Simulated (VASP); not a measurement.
Runs of VASP 6.6.1 on TaN. The structure is that of space group P6/mmm (No. 191), or close to it. The cells are those of the table. 

```csv
task,potentials or basis,cell,gap on the mesh (eV),pressure (GPa),largest force (eV/Å)
single point,"VASP PAW LDA potentials, release 64 (Ta_pv, N)","a = 5.133, b = 5.133, c = 2.908 Å, angles 90.0, 90.0, 120.0°, 6 atoms",none,3.0,-
electric field gradients,"VASP PAW LDA potentials, release 64 (Ta_pv, N)","a = 5.237, b = 5.237, c = 2.908 Å, angles 90.0, 90.0, 120.0°, 6 atoms",none,-8.4,-
electric field gradients,"VASP PAW LDA potentials, release 64 (Ta_pv, N)","a = 5.029, b = 5.029, c = 2.908 Å, angles 90.0, 90.0, 120.0°, 6 atoms",none,16.8,-
electric field gradients,"VASP PAW LDA potentials, release 64 (Ta_pv, N)","a = 5.081, b = 5.081, c = 2.908 Å, angles 90.0, 90.0, 120.0°, 6 atoms",none,(b),-
single point,"VASP PAW LDA potentials, release 64 (Ta_pv, N)","a = 5.186, b = 5.140, c = 2.908 Å, angles 89.6, 88.8, 119.1°, 6 atoms",none,-2.6,0.23
single point,"VASP PAW LDA potentials, release 64 (Ta_pv, N)","a = 5.289, b = 5.289, c = 2.908 Å, angles 90.0, 90.0, 120.0°, 6 atoms",none,(a),-
single point,"VASP PAW LDA potentials, release 64 (Ta_pv, N)","a = 5.029, b = 5.029, c = 2.908 Å, angles 90.0, 90.0, 120.0°, 6 atoms",none,16.8,-
single point,"VASP PAW LDA potentials, release 64 (Ta_pv, N)","a = 5.185, b = 5.207, c = 2.908 Å, angles 90.2, 90.6, 120.4°, 6 atoms",none,-2.9,0.14
electric field gradients,"VASP PAW LDA potentials, release 64 (Ta_pv, N)","a = 5.133, b = 5.133, c = 2.908 Å, angles 90.0, 90.0, 120.0°, 6 atoms",none,3.0,-
electric field gradients,"VASP PAW LDA potentials, release 64 (Ta_sv_GW, N)","a = 5.202, b = 5.202, c = 2.918 Å, angles 90.0, 90.0, 120.0°, 6 atoms",none,-7.2,-
```

Alike in all rows: level LDA; no spin polarisation; k mesh 5 × 5 × 8; cutoff (eV) 520; smearing fermi-dirac 0.03 eV.

Question: Fill in the values left out.

Answer: (a) -13.4; (b) 9.6.

Caveats: spin-orbit coupling is left out, which moves the levels of the heavy elements; the cell stands under tension (at least some runs); the stress differs along the axes, from 11 to 19 GPa (at least some runs); the stress differs along the axes, from 6 to 11 GPa (at least some runs).

A k mesh can miss the band edges, and the runs leave out spin-orbit coupling on Ta.

A gap of «none» marks levels without a gap at the run's occupations.

The runs don't all hold the same shells in valence.
